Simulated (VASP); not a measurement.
Wanted: the native input for a VASP 6.6.1 run.

```
Task                   : single point
Functional             : BLYP
Potentials or basis    : VASP PAW PBE potentials, release 64 (Ta_pv, K_sv, O)
Cutoff                 : 520 eV
k mesh                 : 7 × 7 × 7
Occupations            : fermi-dirac, width 0.05 eV
Spin                   : no spin polarisation
Dipole correction      : no
Further INCAR settings : ALGO = Normal; EDIFF = 1e-06; NBANDS = 27
```

The structure of KTaO3 lies in POSCAR:

```
KTaO3
1.0
    3.9883000000      0.0000000000      0.0000000000
    0.0000000000      3.9883000000      0.0000000000
    0.0000000000      0.0000000000      3.9883000000
Ta K O
1 1 3
Direct
    0.0000000000      0.0000000000      0.0000000000
    0.5000000000      0.5000000000      0.5000000000
    0.0000000000      0.0000000000      0.5000000000
    0.0000000000      0.5000000000      0.0000000000
    0.5000000000      0.0000000000      0.0000000000
```

These files were run (other wordings do the same):

INCAR

```
SYSTEM = KTaO3
PREC     = Accurate       ! precision mode
ENCUT    = 520            ! plane-wave cutoff, eV
EDIFF    = 1E-6           ! SCF threshold, eV
ISMEAR   = -1             ! smearing method
SIGMA    = 0.05           ! smearing width, eV
LREAL    = .FALSE.        ! projectors in reciprocal space
LASPH    = .TRUE.         ! aspherical terms in the spheres
NELM     = 80             ! most SCF steps
ALGO     = Normal         ! electronic algorithm
ISIF     = 2              ! what is computed and relaxed
LWAVE    = .FALSE.        ! write WAVECAR
LCHARG   = .FALSE.        ! write CHGCAR
GGA      = B5             ! functional
ALDAX    = 1.0          
AGGAX    = 1.0          
AGGAC    = 1.0          
ALDAC    = 0.0          
NBANDS   = 27             ! bands
```

KPOINTS

```
regular mesh
0
G
  7 7 7
  0 0 0
```

Potentials or basis: VASP PAW PBE potentials, release 64 (Ta_pv, K_sv, O).

Run with:

```sh
$ cat potpaw_PBE.64/Ta_pv/POTCAR potpaw_PBE.64/K_sv/POTCAR potpaw_PBE.64/O/POTCAR > POTCAR
$ mpirun -np 1 vasp_std > vasp.out
```

Results of the run:

* Pressure: 11.6 GPa
* Band gap on the k mesh: 2.28 eV (least direct gap 2.84 eV)

Caveat: the cell stands under pressure; the PAW data sets were made with another functional, which shifts forces and pressure a little; spin-orbit coupling is left out, which moves the levels of the heavy elements; an odd mesh through Γ misses points on the zone boundary, where band edges can lie.

Run time: 83 s on 1 thread of Intel Xeon 8259CL (shared host), peak memory 0.18 GiB.
